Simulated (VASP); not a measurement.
Bi2Se3 (Paraguanajuatite), 5 atoms in the cell. Symmetry: R-3m, No. 166, trigonal system. Conventional cell: a = 4.224 Å, b = 4.224 Å, c = 29.198 Å, α = 90.00°, β = 90.00°, γ = 120.00°. Bi (site symmetry 3m) has 6 Se at 2.91 to 3.14 Å within 3.8 Å. Within 3.8 Å of Se (site symmetry 3m) lie 3 Bi at 2.91 Å and 3 Se at 3.59 Å. Se (site symmetry -3m) has 6 Bi at 3.14 Å within 4.1 Å.  This cell differs from its parent crystal: volume scaled by 1.06.

| Item | Value |
| --- | --- |
| Program | VASP 6.6.1 |
| Task | single point |
| Functional | LDA |
| Potentials or basis | VASP PAW LDA potentials, release 64 (Bi_d, Se) |
| Cutoff | 520 eV |
| k mesh | 8 × 8 × 8 |
| Occupations | fermi-dirac, width 0.05 eV |
| Spin | no spin polarisation |
| Dipole correction | no |
| Further INCAR settings | ALGO = Normal; EDIFF = 1e-06; NBANDS = 32 |

Potentials or basis: VASP PAW LDA potentials, release 64 (Bi_d, Se).

The run is started by

```bash
$ cat potpaw_LDA.64/Bi_d/POTCAR potpaw_LDA.64/Se/POTCAR > POTCAR
$ mpirun -np 1 vasp_std > vasp.out
```

Hardware: 1 thread of Intel(R) Xeon(R) 6975P-C (Granite Rapids), with other jobs on the host.

**Question.** Estimate the wall time of this run.

**Answer.** It took 20 min on 1 thread of Intel(R) Xeon(R) 6975P-C (Granite Rapids) (shared host), peak memory 0.8 GiB. Counts: scf iterations 13, k points 65.
